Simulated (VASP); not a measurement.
# CaO in VASP: notebook

CaO is run at these levels: r2SCAN; tasks: single point.

Everything below comes from runs of VASP 6.6.1. Logs are shortened: lines on timing, memory, paths and dates and some standing lists are left out, and cuts for length are marked.

### Step 1. The cell of the first run

The structure is cubic, space group Fm-3m (No. 225). The conventional cell has a = 4.559 Å, b = 4.559 Å, c = 4.559 Å, α = 90.00°, β = 90.00°, γ = 90.00°. Within 3.0 Å of Ca (site symmetry m-3m) lie 6 O at 2.28 Å. O (site symmetry m-3m) has 6 Ca at 2.28 Å within 3.0 Å.

### Step 2. Single point, r2SCAN

POSCAR

```
CaO
1.0
    0.0000000000      2.2796010128      2.2796010128
    2.2796010128      0.0000000000      2.2796010128
    2.2796010128      2.2796010128      0.0000000000
Ca O
1 1
Direct
    0.0000000000      0.0000000000      0.0000000000
    0.5000000000      0.5000000000      0.5000000000
```

INCAR.step1

```
SYSTEM = CaO
  PREC = Accurate
  ENCUT = 520
  ISMEAR = 0
  SIGMA = 0.05
  LREAL = .False.
  LASPH = .True.
  NELM = 80
  NBANDS = 15
  GGA = PE
  ALGO = Normal
  EDIFF = 1E-4
  LWAVE = .True.
  LCHARG = .False.
```

INCAR.step2

```
SYSTEM = CaO
  PREC = Accurate
  ENCUT = 520
  EDIFF = 1E-7
  ISMEAR = 0
  SIGMA = 0.05
  LREAL = .False.
  LASPH = .True.
  NELM = 80
  ALGO = Normal
  ISIF = 2
  LWAVE = .False.
  LCHARG = .True.
  METAGGA = R2SCAN
  LMIXTAU = .True.
  LELF = .True.
  LVHAR = .True.
  NBANDS = 15
  ISTART = 1
```

KPOINTS

```
regular mesh
0
Gamma
  10 10 10
  0 0 0
```

Potentials or basis: VASP PAW PBE potentials, release 64 (Ca_sv, O).

Run with:

```bash
cat potpaw_PBE.64/Ca_sv/POTCAR potpaw_PBE.64/O/POTCAR > POTCAR
cp INCAR.step1 INCAR
mpirun -np 1 vasp_std > vasp.out
cp INCAR.step2 INCAR
mpirun -np 1 vasp_std > vasp.out
```

OUTCAR:

```text
SYSTEM = CaO
   PREC = Accurate
   ENCUT = 520
   EDIFF = 1E-7
   ISMEAR = 0
   LREAL = .False.
   LASPH = .True.
   NELM = 80
   ISIF = 2
   METAGGA = R2SCAN
   ISTART = 1

 ion  position               nearest neighbor table
   1  0.000  0.000  0.000-   2 2.28   2 2.28   2 2.28   2 2.28   2 2.28   2 2.28
   2  0.500  0.500  0.500-   1 2.28   1 2.28   1 2.28   1 2.28   1 2.28   1 2.28

  LATTYP: Found a face centered cubic cell.
 ALAT       =     4.5592020256

  Lattice vectors:

 A1 = (   0.0000000000,   2.2796010128,   2.2796010128)
 A2 = (   2.2796010128,   0.0000000000,   2.2796010128)
 A3 = (   2.2796010128,   2.2796010128,   0.0000000000)

Analysis of symmetry for initial positions (statically):
=====================================================================
 Subroutine PRICEL returns:
 Original cell was already a primitive cell.

 Routine SETGRP: Setting up the symmetry group for a
 face centered cubic supercell.

 Subroutine GETGRP returns: Found 48 space group operations
 (whereof 48 operations were pure point group operations)
 out of a pool of 48 trial point group operations.

The static configuration has the point symmetry O_h .

Analysis of symmetry for dynamics (positions and initial velocities):
=====================================================================
 Subroutine PRICEL returns:
 Original cell was already a primitive cell.

 Routine SETGRP: Setting up the symmetry group for a
 face centered cubic supercell.

 Subroutine GETGRP returns: Found 48 space group operations
 (whereof 48 operations were pure point group operations)
 out of a pool of 48 trial point group operations.

The dynamic configuration has the point symmetry O_h .

 Subroutine INISYM returns: Found 48 space group operations
 (whereof 48 operations are pure point group operations),
 and found     1 'primitive' translations

----------------------------------------------------------------------------------------

                                     Primitive cell

  volume of cell :      23.6923

  direct lattice vectors                    reciprocal lattice vectors
     0.000000000  2.279601013  2.279601013    -0.219336628  0.219336628  0.219336628
     2.279601013  0.000000000  2.279601013     0.219336628 -0.219336628  0.219336628
     2.279601013  2.279601013  0.000000000     0.219336628  0.219336628 -0.219336628

  length of vectors
     3.223842669  3.223842669  3.223842669     0.379902184  0.379902184  0.379902184

  position of ions in fractional coordinates (direct lattice)
     0.000000000  0.000000000  0.000000000
     0.500000000  0.500000000  0.500000000

  ion indices of the primitive-cell ions
   primitive index   ion index
                 1           1
                 2           2

----------------------------------------------------------------------------------------

 KPOINTS: regular mesh

Automatic generation of k-mesh.
 Grid dimensions read from file:
 generate k-points for:   10   10   10

 Generating k-lattice:

  Cartesian coordinates                     Fractional coordinates (reciprocal lattice)
    -0.021933663  0.021933663  0.021933663     0.100000000  0.000000000  0.000000000
     0.021933663 -0.021933663  0.021933663     0.000000000  0.100000000  0.000000000
     0.021933663  0.021933663 -0.021933663     0.000000000  0.000000000  0.100000000

  Length of vectors
     0.037990218  0.037990218  0.037990218

  Shift w.r.t. Gamma in fractional coordinates (k-lattice)
     0.000000000  0.000000000  0.000000000

 Subroutine IBZKPT returns following result:
 ===========================================

 Found     47 irreducible k-points:

 Following reciprocal coordinates:
            Coordinates               Weight
  0.000000  0.000000  0.000000      1.000000
  0.100000  0.000000  0.000000      8.000000
  0.200000  0.000000  0.000000      8.000000
  0.300000  0.000000  0.000000      8.000000
  0.400000  0.000000  0.000000      8.000000
  0.500000  0.000000  0.000000      4.000000
[... 16 lines left out ...]
  0.300000  0.300000  0.000000      6.000000
  0.400000  0.300000  0.000000     24.000000
 [... further k-points ...]
   k-points           NKPTS =     47   k-points in BZ     NKDIM =     47   number of bands    NBANDS=     15
   number of dos      NEDOS =    301   number of ions     NIONS =      2
   total plane-waves  NPLWV =  13824
   dimension x,y,z NGX =    24 NGY =   24 NGZ =   24
   dimension x,y,z NGXF=    48 NGYF=   48 NGZF=   48
   ions per type =               1   1
   NGX,Y,Z   is equivalent  to a cutoff of  12.38, 12.38, 12.38 a.u.
   NGXF,Y,Z  is equivalent  to a cutoff of  24.75, 24.75, 24.75 a.u.
 SYSTEM =  CaO
   PREC   = accura    normal or accurate (medium, high low for compatibility)
   ISTART =      1    job   : 0-new  1-cont  2-samecut
   ICHARG =      0    charge: 1-file 2-atom 10-const
   ISPIN  =      1    spin polarized calculation?
   LNONCOLLINEAR =      F non collinear calculations
   LSORBIT =      F    spin-orbit coupling
   LASPH  =      T    aspherical Exc in radial PAW
   ENCUT  =  520.0 eV  38.22 Ry    6.18 a.u.   5.99  5.99  5.99*2*pi/ulx,y,z
   NELM   =     80;   NELMIN=  2; NELMDL=  0     # of ELM steps
   EDIFF  = 0.1E-06   stopping-criterion for ELM
   LREAL  =      F    real-space projection
   EDIFFG = 0.1E-05   stopping-criterion for IOM
   NSW    =      0    number of steps for IOM
   IBRION =     -1    ionic relax: 0-MD 1-quasi-New 2-CG
   NFREE  =      0    steps in history (QN), initial steepest desc. (CG)
   ISIF   =      2    stress and relaxation
   ISYM   =      2    0-nonsym 1-usesym 2-fastsym
   POTIM  = 0.5000    time-step for ionic-motion
   TEBEG  =    0.0;   TEEND  =   0.0 temperature during run
   PSTRESS=    0.0 pullay stress
   NELECT =      16.0000    total number of electrons
   NUPDOWN=      -1.0000    fix difference up-down
   EMIN   =  10.00;   EMAX   =-10.00  energy-range for DOS
   EFERMI =   0.00;   METHOD = LEGACY
   ISMEAR =     0;   SIGMA  =   0.05  broadening in eV -4-tet -1-fermi 0-gaus
   EFERMI_NEDOS =   21; number of points for ismear=-14 and -15
   IALGO  =     38    algorithm
   IMIX   =      4    mixing-type and parameters
     AMIX     =   0.40;   BMIX     =  1.00
     AMIX_MAG =   1.60;   BMIX_MAG =  1.00
  volume/ion in A,a.u.               =      11.85        79.94
  Fermi-wavevector in a.u.,A,eV,Ry     =   1.436303  2.714219 28.068350  2.062966
  Thomas-Fermi vector in A             =   2.555506
   LORBIT       =      0    0 simple, 1 ext, 2 COOP (PROOUT), +10 PAW based schemes
   METAGGA = R2SCAN    functional components
   LHFCALC =     F    Hartree Fock is set to
   AEXX    =    0.0000 exact exchange contribution
   IVDW    =     0    specifies the selected vdW correction
   LEPSILON=     F    determine dielectric tensor
   LRPA    =     F    only Hartree local field effects (RPA)
 non-spin polarized calculation
 Gauss-broadening in eV      SIGMA  =   0.05
  energy-cutoff  :      520.00
  volume of cell :       23.69
 maximum number of plane-waves:       648
   NGX = 11   NGY = 11   NGZ = 11

 number of electron      16.0000010 magnetization

 Free energy of the ion-electron system (eV)
  ---------------------------------------------------
  ext. energy  EPLUGINS =         0.00000000
  ---------------------------------------------------
  free energy    TOTEN  =       -19.15324941 eV

  energy without entropy =      -19.15324941  energy(sigma->0) =      -19.15324941

 E-fermi :   3.2412     XC(G=0): -11.9407

 val. band max:        2.9941521295   @ k =   0.0000   0.0000   0.0000
 cond. band min:       7.0718307974   @ k =   0.5000   0.5000   0.0000
 fundamental gap:      4.0776786679
 Fermi energy:         3.2411876117

 k-point     1 :       0.0000    0.0000    0.0000
  band No.  band energies     occupation
      1     -35.4555      2.00000
      2     -15.1884      2.00000
      3     -15.1884      2.00000
      4     -15.1883      2.00000
      5     -13.7874      2.00000
      6       2.9942      2.00000
      7       2.9942      2.00000
      8       2.9942      2.00000
      9       9.8902      0.00000
     10      10.2020      0.00000
     11      10.2020      0.00000
     12      10.2020      0.00000
     13      12.0925      0.00000
     14      12.0925      0.00000
     15      19.8142      0.00000

 k-point     2 :       0.1000    0.0000    0.0000
  band No.  band energies     occupation
      1     -35.4363      2.00000
      2     -15.5877      2.00000
      3     -15.1955      2.00000
      4     -15.1954      2.00000
      5     -13.3915      2.00000
      6       2.6135      2.00000
      7       2.8094      2.00000
      8       2.8094      2.00000
      9      10.1581      0.00000
     10      10.3813      0.00000
     11      10.4153      0.00000
     12      10.4154      0.00000
     13      12.4122      0.00000
     14      12.4122      0.00000
     15      20.3507      0.00000

 k-point     3 :       0.2000    0.0000    0.0000
  band No.  band energies     occupation
      1     -35.3854      2.00000
      2     -16.2526      2.00000
      3     -15.2138      2.00000
      4     -15.2138      2.00000
      5     -12.7338      2.00000
      6       1.7571      2.00000
      7       2.3705      2.00000
      8       2.3705      2.00000
      9      10.2080      0.00000
     10      11.0069      0.00000
     11      11.0069      0.00000
     12      11.5179      0.00000
     13      13.2349      0.00000
     14      13.2349      0.00000
     15      21.3252      0.00000
[... 343 lines left out ...]
 k-point    23 :       0.3000    0.3000    0.0000
  band No.  band energies     occupation
      1     -35.2815      2.00000
      2     -16.3911      2.00000
      3     -15.4396      2.00000
      4     -15.4395      2.00000
      5     -12.8327      2.00000
      6       1.0648      2.00000
      7       2.6656      2.00000
      8       2.6656      2.00000
      9       7.9055      0.00000
     10      12.1498      0.00000
     11      12.9896      0.00000
     12      13.1716      0.00000
     13      13.1716      0.00000
     14      15.7902      0.00000
     15      23.6723      0.00000

 k-point    24 :       0.4000    0.3000    0.0000
  band No.  band energies     occupation
      1     -35.2418      2.00000
      2     -16.4628      2.00000
      3     -15.5282      2.00000
      4     -15.4763      2.00000
      5     -12.9048      2.00000
      6       1.2254      2.00000
      7       2.4271      2.00000
      8       2.5310      2.00000
      9       7.8816      0.00000
     10      12.6933      0.00000
     11      13.4193      0.00000
     12      13.5822      0.00000
     13      13.6905      0.00000
     14      16.2570      0.00000
     15      22.0075      0.00000

 [... further k-points ...]
[... 5 lines left out ...]
  --------------------------------------------------------------------------------------
  -------------------------------------------------------------------------------------
  Total        3.9252389      3.9252389      3.9252389     -0.0000000      0.0000000      0.0000000
  in kB      265.4423187    265.4423187    265.4423187     -0.0000000      0.0000000      0.0000000
  external PRESSURE =     265.4423187 kB  Pullay stress =       0.0000000 kB

 VOLUME and BASIS-vectors are now :
 -----------------------------------------------------------------------------
  energy-cutoff  :      520.00
  volume of cell :       23.69
      direct lattice vectors                 reciprocal lattice vectors
     0.000000000  2.279601013  2.279601013    -0.219336628  0.219336628  0.219336628
     2.279601013  0.000000000  2.279601013     0.219336628 -0.219336628  0.219336628
     2.279601013  2.279601013  0.000000000     0.219336628  0.219336628 -0.219336628

 POSITION                                       TOTAL-FORCE (eV/Angst)
 -----------------------------------------------------------------------------------
      0.00000      0.00000      0.00000        -0.000000     -0.000000     -0.000000
      2.27960      2.27960      2.27960         0.000000      0.000000      0.000000
 -----------------------------------------------------------------------------------
    total drift:                                0.000000     -0.000000     -0.000000

  FREE ENERGIE OF THE ION-ELECTRON SYSTEM (eV)
  ---------------------------------------------------
  free  energy   TOTEN  =       -19.1532494114 eV

  energy  without entropy=      -19.1532494114  energy(sigma->0) =      -19.15324941
```

Run time: 23 s. Hardware: 1 thread of Intel Xeon 6975P-C (Granite Rapids), shared host; peak memory 0.15 GiB.

Results:

```
Free energy            : -19.1532 eV
Pressure               : 26.5 GPa
Band gap on the k mesh : 4.08 eV, indirect (least direct gap 4.39 eV)
```

Caveat: the PAW data sets were made with another functional, which shifts forces and pressure a little. A k mesh can miss the band edges.

### Step 3. Single point, r2SCAN

This run uses another cell than the first one, of 13.94 Å³/atom, 1.176 times its volume.

POSCAR

```
CaO
1.0
    0.0000000000      2.4065000000      2.4065000000
    2.4065000000      0.0000000000      2.4065000000
    2.4065000000      2.4065000000      0.0000000000
Ca O
1 1
Direct
    0.0000000000      0.0000000000      0.0000000000
    0.5000000000      0.5000000000      0.5000000000
```

INCAR.step1

```
SYSTEM = CaO
PREC = Accurate
ENCUT = 520
ISMEAR = 0
SIGMA = 0.05
LREAL = .False.
LASPH = .True.
NELM = 100
NBANDS = 15
GGA = PE
ALGO = Normal
EDIFF = 1E-4
LWAVE = .True.
LCHARG = .False.
```

INCAR.step2

```
SYSTEM = CaO
PREC = Accurate
ENCUT = 520
EDIFF = 1E-6
ISMEAR = 0
SIGMA = 0.05
LREAL = .False.
LASPH = .True.
NELM = 100
ALGO = Normal
ISIF = 2
LWAVE = .False.
LCHARG = .True.
METAGGA = R2SCAN
LMIXTAU = .True.
LELF = .True.
LVHAR = .True.
NBANDS = 15
ISTART = 1
```

KPOINTS

```
Automatic mesh
0
Gamma
  10 10 10
  0 0 0
```

Potentials or basis: VASP PAW PBE potentials, release 64 (Ca_sv, O).

Run with:

```bash
cat potpaw_PBE.64/Ca_sv/POTCAR potpaw_PBE.64/O/POTCAR > POTCAR
cp INCAR.step1 INCAR
mpirun -np 1 vasp_std > vasp.out
cp INCAR.step2 INCAR
mpirun -np 1 vasp_std > vasp.out
```

Wall time 41 s (1 thread of Intel Xeon 6975P-C (Granite Rapids), shared host); peak memory 0.17 GiB.

The run converged. Its results:

```yaml
Free_energy: -19.4542 eV
Pressure: -0.3 GPa
Band_gap_on_the_k_mesh: 4.19 eV, indirect (least direct gap 4.57 eV)
```

Levels at points of the mesh, in eV from the valence-band top:
```tsv
k point	band 6	band 7	band 8	band 9	band 10	band 11
(0.00, 0.00, 0.00)	0.00	0.00	0.00	5.39	6.84	6.84
(0.50, 0.00, 0.00)	-2.60	-1.19	-1.19	7.68	9.02	9.02
(0.50, 0.50, 0.00)	-1.30	-0.38	-0.38	4.19	8.73	9.61
```

Caveat: the PAW data sets were made with another functional, which shifts forces and pressure a little. r2SCAN opens gaps a little over a GGA but as a rule still falls short of measured ones.

### Step 4. Single point, r2SCAN

This run uses another cell than the first one, of 13.94 Å³/atom, 1.176 times its volume.

POSCAR is that of step 3.

INCAR.step1

```
PREC = Accurate
ENCUT = 520
ISMEAR = 0
SIGMA = 0.05
LREAL = F
LASPH = T
NELM = 60
NBANDS = 15
GGA = PE
ALGO = Normal
EDIFF = 1E-4
LWAVE = T
LCHARG = F
```

INCAR.step2

```
PREC = Accurate
ENCUT = 520
EDIFF = 1E-6
ISMEAR = 0
SIGMA = 0.05
LREAL = F
LASPH = T
NELM = 60
ALGO = Normal
ISIF = 2
LWAVE = F
LCHARG = F
METAGGA = R2SCAN
LMIXTAU = T
NBANDS = 15
ISTART = 1
```

KPOINTS

```
regular mesh
0
Gamma
  10 10 10
```

Run with:

```bash
cat potpaw_PBE.64/Ca_sv/POTCAR potpaw_PBE.64/O/POTCAR > POTCAR
cp INCAR.step1 INCAR
mpirun -np 1 vasp_std > vasp.out
cp INCAR.step2 INCAR
mpirun -np 1 vasp_std > vasp.out
```

Wall time 39 s (1 thread of Intel Xeon 6975P-C (Granite Rapids), shared host); peak memory 0.17 GiB.

Results (log left out):

```yaml
Free_energy: -19.4542 eV
Pressure: -0.3 GPa
Band_gap_on_the_k_mesh: 4.19 eV, indirect (least direct gap 4.57 eV)
```

Levels at points of the mesh, in eV from the valence-band top:
| k point | band 6 | band 7 | band 8 | band 9 | band 10 | band 11 |
| --- | --- | --- | --- | --- | --- | --- |
| (0.00, 0.00, 0.00) | 0.00 | 0.00 | 0.00 | 5.39 | 6.84 | 6.84 |
| (0.50, 0.00, 0.00) | -2.60 | -1.19 | -1.19 | 7.68 | 9.02 | 9.02 |
| (0.50, 0.50, 0.00) | -1.30 | -0.38 | -0.38 | 4.19 | 8.73 | 9.61 |

Caveat: the PAW data sets were made with another functional, which shifts forces and pressure a little. A k mesh can miss the band edges.

(Part 1 of 3 ends here.)
